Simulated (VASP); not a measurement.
# Cu10N in VASP: single point with RPBE

Aim: the single point of Cu10N with RPBE.

All numbers are computed with VASP 6.6.1; they aren't measurements. Logs are shortened: lines on timing, memory, paths and dates and some standing lists are left out, and cuts for length are marked.

## 1. The cell of the first run

The cell holds a slab with vacuum, 11 atoms: a = 3.673 Å, b = 3.673 Å, c = 26.346 Å, α = 90.00°, β = 90.00°, γ = 90.00°.

## 2. Single point, RPBE

Contents of INCAR:

```
PREC = Accurate
ENCUT = 520
EDIFF = 1E-6
ISMEAR = 0
SIGMA = 0.1
LREAL = False
LASPH = True
NELM = 100
ALGO = Normal
ISIF = 2
LWAVE = False
LCHARG = True
LDIPOL = True
IDIPOL = 3
DIPOL = 0.5 0.5 0.477
GGA = RP
LELF = True
LVHAR = True
LVACPOTAV = True
NBANDS = 68
```

Contents of KPOINTS:

```
Automatic mesh
0
Gamma
  8 8 1
```

Contents of POSCAR:

```
Cu10N
1.0
    3.6732238829      0.0000000000      0.0000000000
    0.0000000000      3.6732238829      0.0000000000
    0.0000000000      0.0000000000     26.3464477657
Cu N
10 1
Direct
    0.0000000000      0.5000000000      0.3226241380
    0.5000000000      0.0000000000      0.3226241380
    0.5000000000      0.5000000000      0.3923341785
    0.0000000000      0.0000000000      0.3923341785
    0.0000000000      0.5000000000      0.4622792585
    0.5000000000      0.0000000000      0.4622792585
    0.5000000000      0.5000000000      0.5322754664
    0.0000000000      0.0000000000      0.5319270747
    0.0000000000      0.5000000000      0.6074297313
    0.5000000000      0.0000000000      0.6074297313
    0.5000000000      0.5000000000      0.6144038157
```

Potentials or basis: VASP PAW PBE potentials, release 64 (Cu, N).

The run is started by

```console
> cat potpaw_PBE.64/Cu/POTCAR potpaw_PBE.64/N/POTCAR > POTCAR
> mpirun -np 1 vasp_std > vasp.out
```

OUTCAR:

```text
PREC = Accurate
   ENCUT = 520
   EDIFF = 1E-6
   ISMEAR = 0
   LREAL = False
   LASPH = True
   NELM = 100
   ISIF = 2
   GGA = RP

 ion  position               nearest neighbor table
   1  0.000  0.500  0.323-   3 2.60   4 2.60   4 2.60   3 2.60   2 2.60   2 2.60   2 2.60   2 2.60

   2  0.500  0.000  0.323-   3 2.60   4 2.60   3 2.60   4 2.60   1 2.60   1 2.60   1 2.60   1 2.60

   3  0.500  0.500  0.392-   1 2.60   2 2.60   2 2.60   1 2.60   4 2.60   4 2.60   4 2.60   4 2.60
                             5 2.60   6 2.60   5 2.60   6 2.60
   4  0.000  0.000  0.392-   1 2.60   2 2.60   1 2.60   2 2.60   3 2.60   3 2.60   3 2.60   3 2.60
                             5 2.60   6 2.60   6 2.60   5 2.60
   5  0.000  0.500  0.462-   8 2.60   8 2.60   6 2.60   6 2.60   6 2.60   6 2.60   4 2.60   3 2.60
                             4 2.60   3 2.60   7 2.60   7 2.60
   6  0.500  0.000  0.462-   8 2.60   8 2.60   5 2.60   5 2.60   5 2.60   5 2.60   4 2.60   4 2.60
                             3 2.60   3 2.60   7 2.60   7 2.60
   7  0.500  0.500  0.532-  11 2.16   8 2.60   8 2.60   8 2.60   8 2.60   5 2.60   5 2.60   6 2.60
                             6 2.60  10 2.70   9 2.70   9 2.70  10 2.70
   8  0.000  0.000  0.532-   5 2.60   6 2.60   5 2.60   6 2.60   7 2.60   7 2.60   7 2.60   7 2.60
                             9 2.71  10 2.71  10 2.71   9 2.71
   9  0.000  0.500  0.607-  11 1.85  11 1.85  10 2.60  10 2.60  10 2.60  10 2.60   7 2.70   7 2.70
                             8 2.71   8 2.71
  10  0.500  0.000  0.607-  11 1.85  11 1.85   9 2.60   9 2.60   9 2.60   9 2.60   7 2.70   7 2.70
                             8 2.71   8 2.71
  11  0.500  0.500  0.614-   9 1.85  10 1.85  10 1.85   9 1.85   7 2.16

  LATTYP: Found a simple tetragonal cell.
 ALAT       =     3.6732238829
 C/A-ratio  =     7.1725679146

  Lattice vectors:

 A1 = (   3.6732238829,   0.0000000000,   0.0000000000)
 A2 = (   0.0000000000,   3.6732238829,   0.0000000000)
 A3 = (   0.0000000000,   0.0000000000,  26.3464477657)

Analysis of symmetry for initial positions (statically):
=====================================================================
 Subroutine PRICEL returns:
 Original cell was already a primitive cell.

 Routine SETGRP: Setting up the symmetry group for a
 simple tetragonal supercell.

 Subroutine GETGRP returns: Found  8 space group operations
 (whereof  8 operations were pure point group operations)
 out of a pool of 16 trial point group operations.

The static configuration has the point symmetry C_4v.

Analysis of symmetry for dynamics (positions and initial velocities):
=====================================================================
 Subroutine PRICEL returns:
 Original cell was already a primitive cell.

 Routine SETGRP: Setting up the symmetry group for a
 simple tetragonal supercell.

 Subroutine GETGRP returns: Found  8 space group operations
 (whereof  8 operations were pure point group operations)
 out of a pool of 16 trial point group operations.

The dynamic configuration has the point symmetry C_4v.

 Subroutine INISYM returns: Found  8 space group operations
 (whereof  8 operations are pure point group operations),
 and found     1 'primitive' translations

----------------------------------------------------------------------------------------

                                     Primitive cell

  volume of cell :     355.4814

  direct lattice vectors                    reciprocal lattice vectors
     3.673223883  0.000000000  0.000000000     0.272240417  0.000000000  0.000000000
     0.000000000  3.673223883  0.000000000     0.000000000  0.272240417  0.000000000
     0.000000000  0.000000000 26.346447766     0.000000000  0.000000000  0.037955781

  length of vectors
     3.673223883  3.673223883 26.346447766     0.272240417  0.272240417  0.037955781

  position of ions in fractional coordinates (direct lattice)
     0.000000000  0.500000000  0.322624138
     0.500000000  0.000000000  0.322624138
     0.500000000  0.500000000  0.392334179
     0.000000000  0.000000000  0.392334179
     0.000000000  0.500000000  0.462279258
     0.500000000  0.000000000  0.462279258
     0.500000000  0.500000000  0.532275466
     0.000000000  0.000000000  0.531927075
     0.000000000  0.500000000  0.607429731
     0.500000000  0.000000000  0.607429731
     0.500000000  0.500000000  0.614403816

  ion indices of the primitive-cell ions
   primitive index   ion index
                 1           1
                 2           2
[... 35 lines left out ...]

 Following reciprocal coordinates:
            Coordinates               Weight
  0.000000  0.000000  0.000000      1.000000
  0.125000  0.000000  0.000000      4.000000
  0.250000  0.000000  0.000000      4.000000
  0.375000  0.000000  0.000000      4.000000
  0.500000  0.000000  0.000000      2.000000
  0.125000  0.125000  0.000000      4.000000
  0.250000  0.125000  0.000000      8.000000
  0.375000  0.125000  0.000000      8.000000
  0.500000  0.125000  0.000000      4.000000
  0.250000  0.250000  0.000000      4.000000
  0.375000  0.250000  0.000000      8.000000
  0.500000  0.250000  0.000000      4.000000
  0.375000  0.375000  0.000000      4.000000
  0.500000  0.375000  0.000000      4.000000
  0.500000  0.500000  0.000000      1.000000
   k-points           NKPTS =     15   k-points in BZ     NKDIM =     15   number of bands    NBANDS=     68
   number of dos      NEDOS =    301   number of ions     NIONS =     11
   total plane-waves  NPLWV = 153664
   dimension x,y,z NGX =    28 NGY =   28 NGZ =  196
   dimension x,y,z NGXF=    56 NGYF=   56 NGZF=  392
   ions per type =              10   1
   NGX,Y,Z   is equivalent  to a cutoff of  12.67, 12.67, 12.37 a.u.
   NGXF,Y,Z  is equivalent  to a cutoff of  25.34, 25.34, 24.74 a.u.
 SYSTEM =  unknown system
   PREC   = accura    normal or accurate (medium, high low for compatibility)
   ISTART =      0    job   : 0-new  1-cont  2-samecut
   ICHARG =      2    charge: 1-file 2-atom 10-const
   ISPIN  =      1    spin polarized calculation?
   LNONCOLLINEAR =      F non collinear calculations
   LSORBIT =      F    spin-orbit coupling
   LASPH  =      T    aspherical Exc in radial PAW
   ENCUT  =  520.0 eV  38.22 Ry    6.18 a.u.   6.83  6.83 48.99*2*pi/ulx,y,z
   NELM   =    100;   NELMIN=  2; NELMDL= -5     # of ELM steps
   EDIFF  = 0.1E-05   stopping-criterion for ELM
   LREAL  =      F    real-space projection
   EDIFFG = 0.1E-04   stopping-criterion for IOM
   NSW    =      0    number of steps for IOM
   IBRION =     -1    ionic relax: 0-MD 1-quasi-New 2-CG
   NFREE  =      0    steps in history (QN), initial steepest desc. (CG)
   ISIF   =      2    stress and relaxation
   ISYM   =      2    0-nonsym 1-usesym 2-fastsym
   POTIM  = 0.5000    time-step for ionic-motion
   TEBEG  =    0.0;   TEEND  =   0.0 temperature during run
   PSTRESS=    0.0 pullay stress
   NELECT =     115.0000    total number of electrons
   NUPDOWN=      -1.0000    fix difference up-down
   EMIN   =  10.00;   EMAX   =-10.00  energy-range for DOS
   EFERMI =   0.00;   METHOD = LEGACY
   ISMEAR =     0;   SIGMA  =   0.10  broadening in eV -4-tet -1-fermi 0-gaus
   EFERMI_NEDOS =   21; number of points for ismear=-14 and -15
   IALGO  =     38    algorithm
   IMIX   =      4    mixing-type and parameters
     AMIX     =   0.40;   BMIX     =  1.00
     AMIX_MAG =   1.60;   BMIX_MAG =  1.00
  volume/ion in A,a.u.               =      32.32       218.08
  Fermi-wavevector in a.u.,A,eV,Ry     =   1.123833  2.123737 17.184170  1.263001
  Thomas-Fermi vector in A             =   2.260502
   LORBIT       =      0    0 simple, 1 ext, 2 COOP (PROOUT), +10 PAW based schemes
   GGA     = RP    functional components
   LHFCALC =     F    Hartree Fock is set to
   AEXX    =    0.0000 exact exchange contribution
   IVDW    =     0    specifies the selected vdW correction
   LEPSILON=     F    determine dielectric tensor
   LRPA    =     F    only Hartree local field effects (RPA)
 non-spin polarized calculation
 Gauss-broadening in eV      SIGMA  =   0.10
  energy-cutoff  :      520.00
  volume of cell :      355.48
 maximum number of plane-waves:      9625
 NGX is ok and might be reduce to    28
   NGX = 13   NGY = 13   NGZ = 97

 dipolmoment           0.000000      0.000000     -0.090251 electrons x Angstroem

 number of electron     115.0000153 magnetization

 dipolmoment           0.000000      0.000000      0.013314 electrons x Angstroem

 Free energy of the ion-electron system (eV)
  ---------------------------------------------------
  ext. energy  EPLUGINS =         0.00000000
  ---------------------------------------------------
  free energy    TOTEN  =       -38.03474907 eV

  energy without entropy =      -38.00974147  energy(sigma->0) =      -38.02224527

 E-fermi :  -0.1037     XC(G=0):  -5.1515

 val. band max:       -0.1093330268   @ k =   0.5000   0.5000   0.0000
 cond. band min:      -0.0689516422   @ k =   0.2500   0.1250   0.0000
 fundamental gap:      0.0403813845
 Fermi energy:        -0.1037320722

 k-point     1 :       0.0000    0.0000    0.0000
  band No.  band energies     occupation
      1     -16.2639      2.00000
      2      -8.5849      2.00000
      3      -7.3048      2.00000
      4      -5.6621      2.00000
      5      -4.8129      2.00000
      6      -4.6227      2.00000
[... 1054 lines left out ...]
     67       4.3817      0.00000
     68       5.2316      0.00000

------------------------ aborting loop because EDIFF is reached ----------------------------------------

  FORCE on cell =-STRESS in cart. coord.  units (eV):
  Direction    XX          YY          ZZ          XY          YZ          ZX
  --------------------------------------------------------------------------------------
  -------------------------------------------------------------------------------------
  Total        2.4553276      2.4553276     -0.5007363      0.0000000      0.0000000      0.0000000
  in kB       11.0663183     11.0663183     -2.2568507      0.0000000      0.0000000      0.0000000
  external PRESSURE =       6.6252620 kB  Pullay stress =       0.0000000 kB

 VOLUME and BASIS-vectors are now :
 -----------------------------------------------------------------------------
  energy-cutoff  :      520.00
  volume of cell :      355.48
      direct lattice vectors                 reciprocal lattice vectors
     3.673223883  0.000000000  0.000000000     0.272240417  0.000000000  0.000000000
     0.000000000  3.673223883  0.000000000     0.000000000  0.272240417  0.000000000
     0.000000000  0.000000000 26.346447766     0.000000000  0.000000000  0.037955781

 POSITION                                       TOTAL-FORCE (eV/Angst)
 -----------------------------------------------------------------------------------
      0.00000      1.83661      8.50000         0.000000      0.000000      0.185785
      1.83661      0.00000      8.50000         0.000000      0.000000      0.185785
      1.83661      1.83661     10.33661        -0.000000     -0.000000     -0.238231
      0.00000      0.00000     10.33661         0.000000      0.000000     -0.187840
      0.00000      1.83661     12.17942         0.000000      0.000000      0.000905
      1.83661      0.00000     12.17942         0.000000      0.000000      0.000905
      1.83661      1.83661     14.02357         0.000000     -0.000000     -0.002702
      0.00000      0.00000     14.01439         0.000000      0.000000      0.008412
      0.00000      1.83661     16.00362         0.000000      0.000000      0.014637
      1.83661      0.00000     16.00362         0.000000      0.000000      0.014637
      1.83661      1.83661     16.18736         0.000000      0.000000      0.017708
 -----------------------------------------------------------------------------------
    total drift:                                0.000000      0.000000      0.000090

  FREE ENERGIE OF THE ION-ELECTRON SYSTEM (eV)
  ---------------------------------------------------
  free  energy   TOTEN  =       -38.0347490667 eV

  energy  without entropy=      -38.0097414659  energy(sigma->0) =      -38.02224527

 vacuum level on the upper side and lower side of the slab         4.377         4.199
```

Run time: 7.2 min. Hardware: 1 thread of Intel Xeon 6975P-C (Granite Rapids), shared host; peak memory 0.53 GiB.

Results:

```
Free energy            : -38.0347 eV
Largest force          : 0.238 eV/Å
Band gap on the k mesh : zero (an odd number of electrons rules out a gap without spin polarisation)
```

Forces in eV/Å, atoms in the order of the input:
```
Cu   0.000  0.000  0.186
Cu   0.000  0.000  0.186
Cu   0.000  0.000 -0.238
Cu   0.000  0.000 -0.188
Cu   0.000  0.000  0.001
Cu   0.000  0.000  0.001
Cu   0.000  0.000 -0.003
Cu   0.000  0.000  0.008
Cu   0.000  0.000  0.015
Cu   0.000  0.000  0.015
N    0.000  0.000  0.018
```

Caveat: the PAW data sets were made with another functional, which shifts forces and pressure a little.

The gap in the log of VASP goes by the Fermi energy; the results here count the filled bands.